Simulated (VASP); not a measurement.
**TiCo3: single point with PBEsol**

The system is TiCo3.

```
Ti Co
1.0
     3.49261    0.00000    0.00000
     0.00000    3.49261    0.00000
     0.00000    0.00000    3.49261
Ti Co
1 3
Direct
  0.00000 0.00000 0.00000
  0.00000 0.50000 0.50000
  0.50000 0.00000 0.50000
  0.50000 0.50000 0.00000
```

* Program: VASP 6.6.1
* Task: single point
* Functional: PBEsol
* Potentials or basis: VASP PAW PBE potentials, release 64 (Ti_sv, Co)
* Cutoff: 520 eV
* k mesh: 12 × 12 × 12
* Occupations: gaussian, width 0.1 eV
* Spin: collinear spin, ferromagnetic start
* Starting moments: [0.0, 0.3, 0.3, 0.3] μB
* Dipole correction: no
* Further INCAR settings: ALGO = Fast; EDIFF = 1e-06; NBANDS = 32

The pressure is 6.8 GPa, the net moment is 0.47 μB per cell and the site moments are Ti -0.05; Co +0.18 μB. The valence electrons inside the program's atomic spheres are Ti 10.55; Co 8.50.

Levels at points of the mesh, in eV from the Fermi level:
Spin up:
```tsv
k point	band 18	band 19	band 20	band 21	band 22	band 23
(0.00, 0.00, 0.00)	0.69	0.69	0.69	2.73	2.73	3.56
(0.50, 0.00, 0.00)	-0.69	-0.64	-0.02	0.69	1.29	1.29
(0.50, 0.50, 0.00)	-0.99	-0.99	-0.48	-0.46	1.84	1.84
(0.50, 0.50, 0.50)	0.45	0.45	0.45	0.95	0.95	0.95
```
Spin down:
```csv
k point,band 16,band 17,band 18,band 19,band 20,band 21,band 22,band 23,band 24,band 25
"(0.00, 0.00, 0.00)",0.07,0.62,0.85,0.85,0.85,2.81,2.81,3.57,3.57,3.57
"(0.50, 0.00, 0.00)",-0.66,-0.54,-0.54,-0.43,0.24,0.85,1.30,1.30,2.13,2.64
"(0.50, 0.50, 0.00)",-1.36,-0.86,-0.74,-0.74,-0.34,-0.30,1.85,1.85,2.43,2.47
"(0.50, 0.50, 0.50)",-0.98,-0.07,0.63,0.63,0.63,0.95,0.95,0.95,2.44,2.44
```

It took 5.6 min on 1 thread of Oxide Virtual Turin-like Processor (shared host), peak memory 0.26 GiB.

Caveat: the cell stands under pressure; the PAW data sets were made with another functional, which shifts forces and pressure a little.
